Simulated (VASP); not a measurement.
# In (Im-3m) in VASP: a series of runs, part 2 of 2

VASP 6.6.1. The steps go on from the part before.

**3. Single point, PBE**

This run uses another cell than the first one, of 28.32 Å³/atom.

INCAR

```
PREC = Accurate
ENCUT = 520
EDIFF = 1E-6
ISMEAR = -1
SIGMA = 0.06122561905347299
LREAL = False
LASPH = True
NELM = 100
ALGO = Normal
ISIF = 2
LWAVE = False
LCHARG = False
GGA = PE
NBANDS = 12
```

KPOINTS

```
regular mesh
0
Gamma
  14 14 14
```

POSCAR

```
In
1.0
   -1.9202311598      1.9202311598      1.9202311598
    1.9202311598     -1.9202311598      1.9202311598
    1.9202311598      1.9202311598     -1.9202311598
In
1
Direct
    0.0000000000      0.0000000000      0.0000000000
```

Potentials or basis: VASP PAW PBE potentials, release 64 (In_d).

Command:

```sh
$ cat potpaw_PBE.64/In_d/POTCAR > POTCAR
$ mpirun -np 1 vasp_std > vasp.out
```

OUTCAR:

```text
PREC = Accurate
   ENCUT = 520
   EDIFF = 1E-6
   ISMEAR = -1
   LREAL = False
   LASPH = True
   NELM = 100
   ISIF = 2
   GGA = PE

 ion  position               nearest neighbor table
   1  0.000  0.000  0.000-

  LATTYP: Found a body centered cubic cell.
 ALAT       =     3.8404623196

  Lattice vectors:

 A1 = (  -1.9202311598,   1.9202311598,   1.9202311598)
 A2 = (   1.9202311598,  -1.9202311598,   1.9202311598)
 A3 = (   1.9202311598,   1.9202311598,  -1.9202311598)

Analysis of symmetry for initial positions (statically):
=====================================================================
 Subroutine PRICEL returns:
 Original cell was already a primitive cell.

 Routine SETGRP: Setting up the symmetry group for a
 body centered cubic supercell.

 Subroutine GETGRP returns: Found 48 space group operations
 (whereof 48 operations were pure point group operations)
 out of a pool of 48 trial point group operations.

The static configuration has the point symmetry O_h .

[... 165 lines left out ...]
 k-point     1 :       0.0000    0.0000    0.0000
  band No.  band energies     occupation
      1      -7.9459      2.00000
      2      -7.9459      2.00000
      3      -7.9459      2.00000
      4      -7.7196      2.00000
      5      -7.7196      2.00000
      6      -2.3543      2.00000
      7      16.9270      0.00000
      8      16.9270      0.00000
      9      16.9270      0.00000
     10      19.4168      0.00000
     11      19.4168      0.00000
     12      19.4168      0.00000
[... 331 lines left out ...]
 k-point    24 :       0.3571    0.2857    0.0000
  band No.  band energies     occupation
      1      -7.9906      2.00000
      2      -7.8420      2.00000
      3      -7.7917      2.00000
      4      -7.7142      2.00000
      5      -7.6782      2.00000
      6       3.7185      2.00000
      7       5.3089      2.00000
      8       6.6182      1.01841
      9      12.4871      0.00000
     10      19.1048      0.00000
     11      20.3220      0.00000
     12      20.4696      0.00000

 [... further k-points ...]

------------------------ aborting loop because EDIFF is reached ----------------------------------------

  FORCE on cell =-STRESS in cart. coord.  units (eV):
  Direction    XX          YY          ZZ          XY          YZ          ZX
  --------------------------------------------------------------------------------------
  -------------------------------------------------------------------------------------
  Total       -0.1159244     -0.1159244     -0.1159244      0.0000000      0.0000000      0.0000000
  in kB       -6.5578996     -6.5578996     -6.5578996      0.0000000      0.0000000      0.0000000
  external PRESSURE =      -6.5578996 kB  Pullay stress =       0.0000000 kB

 VOLUME and BASIS-vectors are now :
 -----------------------------------------------------------------------------
  energy-cutoff  :      520.00
  volume of cell :       28.32
      direct lattice vectors                 reciprocal lattice vectors
    -1.920231160  1.920231160  1.920231160     0.000000000  0.260385317  0.260385317
     1.920231160 -1.920231160  1.920231160     0.260385317  0.000000000  0.260385317
     1.920231160  1.920231160 -1.920231160     0.260385317  0.260385317  0.000000000

 POSITION                                       TOTAL-FORCE (eV/Angst)
 -----------------------------------------------------------------------------------
      0.00000      0.00000      0.00000        -0.000000     -0.000000     -0.000000
 -----------------------------------------------------------------------------------
    total drift:                                0.000000     -0.000000      0.000000

  FREE ENERGIE OF THE ION-ELECTRON SYSTEM (eV)
  ---------------------------------------------------
  free  energy   TOTEN  =        -2.5499415897 eV

  energy  without entropy=       -2.5412313471  energy(sigma->0) =       -2.54558647
```

It took 55 s on 1 thread of AMD EPYC 7R13, shared host; peak memory 0.15 GiB.

Results:

```
Free energy            : -2.5499 eV
Pressure               : -0.7 GPa
Band gap on the k mesh : zero (an odd number of electrons rules out a gap without spin polarisation)
```

Levels at points of the mesh, in eV from the Fermi level:
| k point | band 2 | band 3 | band 4 | band 5 | band 6 | band 7 | band 8 | band 9 | band 10 | band 11 |
| --- | --- | --- | --- | --- | --- | --- | --- | --- | --- | --- |
| (0.00, 0.00, 0.00) | -14.57 | -14.57 | -14.34 | -14.34 | -8.97 | 10.31 | 10.31 | 10.31 | 12.80 | 12.80 |
| (0.50, 0.00, 0.00) | -14.59 | -14.35 | -14.34 | -14.20 | -3.88 | -2.83 | 5.60 | 7.08 | 9.62 | 9.73 |
| (0.50, 0.50, 0.50) | -14.64 | -14.23 | -14.23 | -14.23 | 0.52 | 1.30 | 1.30 | 1.30 | 5.18 | 5.18 |

Caveat: spin-orbit coupling is left out, which moves the levels of the heavy elements.

**4. Single point, PBE**

This run uses another cell than the first one, of 28.32 Å³/atom.

INCAR

```
SYSTEM = In
  PREC = Accurate
  ENCUT = 520
  EDIFF = 1E-6
  ISMEAR = -1
  SIGMA = 0.06122561905347299
  LREAL = .False.
  LASPH = .True.
  NELM = 100
  ALGO = Normal
  ISIF = 2
  LWAVE = .False.
  LCHARG = .False.
  GGA = PE
  NBANDS = 12
```

KPOINTS

```
regular mesh
0
Gamma
  14 14 14
  0 0 0
```

POSCAR is that of step 3.

Potentials or basis: VASP PAW PBE potentials, release 64 (In_d).

Command:

```sh
$ cat potpaw_PBE.64/In_d/POTCAR > POTCAR
$ mpirun -np 1 vasp_std > vasp.out
```

OUTCAR:

```text
SYSTEM = In
   PREC = Accurate
   ENCUT = 520
   EDIFF = 1E-6
   ISMEAR = -1
   LREAL = .False.
   LASPH = .True.
   NELM = 100
   ISIF = 2
   GGA = PE

 ion  position               nearest neighbor table
   1  0.000  0.000  0.000-

  LATTYP: Found a body centered cubic cell.
 ALAT       =     3.8404623196

  Lattice vectors:

 A1 = (  -1.9202311598,   1.9202311598,   1.9202311598)
 A2 = (   1.9202311598,  -1.9202311598,   1.9202311598)
[... 539 lines left out ...]
     12      20.4696      0.00000

 [... further k-points ...]

------------------------ aborting loop because EDIFF is reached ----------------------------------------

  FORCE on cell =-STRESS in cart. coord.  units (eV):
  Direction    XX          YY          ZZ          XY          YZ          ZX
  --------------------------------------------------------------------------------------
  -------------------------------------------------------------------------------------
  Total       -0.1159244     -0.1159244     -0.1159244      0.0000000      0.0000000      0.0000000
  in kB       -6.5578996     -6.5578996     -6.5578996      0.0000000      0.0000000      0.0000000
  external PRESSURE =      -6.5578996 kB  Pullay stress =       0.0000000 kB

 VOLUME and BASIS-vectors are now :
 -----------------------------------------------------------------------------
  energy-cutoff  :      520.00
  volume of cell :       28.32
      direct lattice vectors                 reciprocal lattice vectors
    -1.920231160  1.920231160  1.920231160     0.000000000  0.260385317  0.260385317
     1.920231160 -1.920231160  1.920231160     0.260385317  0.000000000  0.260385317
     1.920231160  1.920231160 -1.920231160     0.260385317  0.260385317  0.000000000

 POSITION                                       TOTAL-FORCE (eV/Angst)
 -----------------------------------------------------------------------------------
      0.00000      0.00000      0.00000        -0.000000     -0.000000     -0.000000
 -----------------------------------------------------------------------------------
    total drift:                                0.000000     -0.000000      0.000000

  FREE ENERGIE OF THE ION-ELECTRON SYSTEM (eV)
  ---------------------------------------------------
  free  energy   TOTEN  =        -2.5499415897 eV

  energy  without entropy=       -2.5412313471  energy(sigma->0) =       -2.54558647
```

OSZICAR:

```text
N       E                     dE             d eps       ncg     rms          rms(c)
DAV:   1     0.784229038655E+02    0.78423E+02   -0.62306E+03  2524   0.134E+03
DAV:   2     0.131625170148E+01   -0.77107E+02   -0.75468E+02  2616   0.291E+02
DAV:   3    -0.248414553798E+01   -0.38004E+01   -0.37889E+01  2992   0.650E+01
DAV:   4    -0.256879949313E+01   -0.84654E-01   -0.84626E-01  3136   0.982E+00
DAV:   5    -0.257267897625E+01   -0.38795E-02   -0.38793E-02  3332   0.189E+00    0.192E+00
DAV:   6    -0.255374768067E+01    0.18931E-01   -0.30849E-02  3076   0.344E+00    0.954E-01
DAV:   7    -0.255014046441E+01    0.36072E-02   -0.98071E-03  3124   0.177E+00    0.223E-01
DAV:   8    -0.254993388205E+01    0.20658E-03   -0.73837E-04  3220   0.447E-01    0.299E-02
DAV:   9    -0.254994096313E+01   -0.70811E-05   -0.12950E-05  3492   0.445E-02    0.122E-02
DAV:  10    -0.254994158965E+01   -0.62653E-06   -0.87427E-07  2064   0.937E-03
   1 F= -.25499416E+01 E0= -.25455865E+01  d E =-.871024E-02
```

stdout:

```text
POSCAR found type information on POSCAR In
 POSCAR found :  1 types and       1 ions
 scaLAPACK will be used
 LDA part: xc-table for (Slater+PW92), standard interpolation
 POSCAR, INCAR and KPOINTS ok, starting setup
 FFT: planning ... GRIDC
 FFT: planning ... GRID_SOFT
 FFT: planning ... GRID
 WAVECAR not read
 entering main loop
```

Wall time 56 s (1 thread of AMD EPYC 7R13, shared host); peak memory 0.15 GiB.

What came out:

| Quantity | Value |
| --- | --- |
| Free energy | -2.5499 eV |
| Pressure | -0.7 GPa |
| Band gap on the k mesh | zero (an odd number of electrons rules out a gap without spin polarisation) |

Caveat: spin-orbit coupling is left out, which moves the levels of the heavy elements.
